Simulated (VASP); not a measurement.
WSe2: single point with r2SCAN+rVV10

WSe2:

```
W Se
1.0
     3.29980    0.00000    0.00000
    -1.64990    2.85771    0.00000
     0.00000    0.00000   13.15294
W Se
2 4
Cartesian
  1.6499 0.9526 9.8647
  0.0000 1.9051 3.2882
  0.0000 1.9051 11.5298
  1.6499 0.9526 4.9534
  0.0000 1.9051 8.1996
  1.6499 0.9526 1.6231
```

* Program: VASP 6.6.1
* Task: single point
* Functional: r2SCAN
* Dispersion: rVV10
* Potentials or basis: VASP PAW PBE potentials, release 64 (W_sv, Se)
* Cutoff: 520 eV
* k mesh: 12 × 12 × 2
* Occupations: fermi-dirac, width 0.03 eV
* Spin: no spin polarisation
* Dipole correction: no
* Further INCAR settings: ALGO = Normal; EDIFF = 1e-06; NBANDS = 35

```
Pressure               : 0.7 GPa
Largest force          : 0.081 eV/Å
Band gap on the k mesh : 1.14 eV (least direct gap 1.61 eV)
```

Forces in eV/Å, atoms in the order of the input:
```
W    0.000  0.000  0.000
W    0.000  0.000  0.000
Se   0.000  0.000  0.081
Se   0.000  0.000  0.081
Se   0.000  0.000 -0.081
Se   0.000  0.000 -0.081
```

Levels at points of the mesh, in eV from the valence-band top:
| k point | band 23 | band 24 | band 25 | band 26 | band 27 | band 28 | band 29 | band 30 |
| --- | --- | --- | --- | --- | --- | --- | --- | --- |
| (0.00, 0.00, 0.00) | -1.66 | -1.29 | -1.06 | 0.00 | 2.76 | 2.76 | 2.80 | 2.80 |
| (0.50, 0.00, 0.00) | -1.51 | -1.48 | -1.34 | -1.31 | 2.21 | 2.25 | 2.45 | 2.73 |
| (0.00, 0.00, 0.50) | -1.68 | -1.68 | -0.25 | -0.25 | 2.77 | 2.77 | 2.77 | 2.77 |
| (0.50, 0.00, 0.50) | -1.41 | -1.41 | -1.40 | -1.40 | 2.23 | 2.23 | 2.61 | 2.61 |

It took 8.1 min on 1 thread of Intel(R) Xeon(R) Platinum 8488C (Sapphire Rapids) (shared host), peak memory 0.64 GiB.

Caveat: the PAW data sets were made with another functional, which shifts forces and pressure a little; spin-orbit coupling is left out, which moves the levels of the heavy elements. A k mesh can miss the band edges.
